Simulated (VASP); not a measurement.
Input of a VASP 6.6.1 run:

INCAR

```
PREC = Accurate
ENCUT = 520
EDIFF = 1E-6
ISMEAR = -1
SIGMA = 0.05
LREAL = F
LASPH = T
NELM = 150
ALGO = Normal
ISIF = 2
LWAVE = F
LCHARG = T
LMAXMIX = 4
LDAU = T
LDAUTYPE = 2
LDAUL = 2 -1
LDAUU = 1 0
LDAUJ = 0 0
LDAUPRINT = 1
GGA = PE
LELF = T
LVHAR = T
NBANDS = 33
```

File KPOINTS:

```
regular mesh
0
Gamma
  6 6 9
```

The input POSCAR:

```
TiO2
1.0
    4.5998373239      0.0000000000      0.0000000000
    0.0000000000      4.5998373239      0.0000000000
    0.0000000000      0.0000000000      2.9592135600
Ti O
2 4
Direct
    0.0000000000      0.0000000000      0.5000000000
    0.5000000000      0.5000000000      0.0000000000
    0.3043213200      0.3043213200      0.5000000000
    0.1956786800      0.8043213200      0.0000000000
    0.8043213200      0.1956786800      0.0000000000
    0.6956786800      0.6956786800      0.5000000000
```

Potentials or basis: VASP PAW PBE potentials, release 64 (Ti_sv, O).

Command:

```console
$ cat potpaw_PBE.64/Ti_sv/POTCAR potpaw_PBE.64/O/POTCAR > POTCAR
$ mpirun -np 1 vasp_std > vasp.out
```

Question: Estimate the band gap on the k mesh.

Answer: 1.96 eV, direct.

Question: Estimate the pressure.

Answer: 6.8 GPa.

Question: What does it give for the largest force?

Answer: 0.049 eV/Å.

Stress tensor (GPa, compression positive):
```
6.51 0.00 0.00
0.00 6.51 0.00
0.00 0.00 7.25
```

A k mesh can miss the band edges.
